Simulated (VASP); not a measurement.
Wanted: the native input for a VASP 6.6.1 run.

```yaml
Task: single point
Functional: PBE
Potentials_or_basis: VASP PAW PBE potentials, release 64 (Zn, Se)
Cutoff: 500 eV
k_mesh: 4 × 4 × 4
Occupations: gaussian, width 0.1 eV
Spin: no spin polarisation
Dipole_correction: no
Further_INCAR_settings: ALGO = Normal; EDIFF = 1e-06; NBANDS = 16
```

The structure of ZnSe lies in POSCAR:

```
ZnSe
1.0
    0.0000000000      2.8324425407      2.8324425407
    2.8324425407      0.0000000000      2.8324425407
    2.8324425407      2.8324425407      0.0000000000
Zn Se
1 1
Direct
    0.0000000000      0.0000000000      0.0000000000
    0.7500000000      0.7500000000      0.7500000000
```

The input as run:

INCAR

```
  PREC = Accurate
  ENCUT = 500
  EDIFF = 1E-6
  ISMEAR = 0
  SIGMA = 0.1
  LREAL = False
  LASPH = True
  NELM = 120
  ALGO = Normal
  ISIF = 2
  LWAVE = False
  LCHARG = False
  GGA = PE
  NBANDS = 16
  GGA_COMPAT = False
```

KPOINTS

```
Automatic mesh
0
Gamma
  4 4 4
```

Potentials or basis: VASP PAW PBE potentials, release 64 (Zn, Se).

Run with:

```bash
$ cat potpaw_PBE.64/Zn/POTCAR potpaw_PBE.64/Se/POTCAR > POTCAR
$ mpirun -np 1 vasp_std > vasp.out
```

It gave:

The pressure is 2.8 GPa and the band gap on the k mesh is 1.28 eV, direct.

Caveat: the k points lie up to 0.48 Å⁻¹ apart.

Run time: 5.6 s on 1 thread of AMD EPYC 9R45 96-Core Processor (Zen 5), with other jobs on the host, peak memory 0.13 GiB.
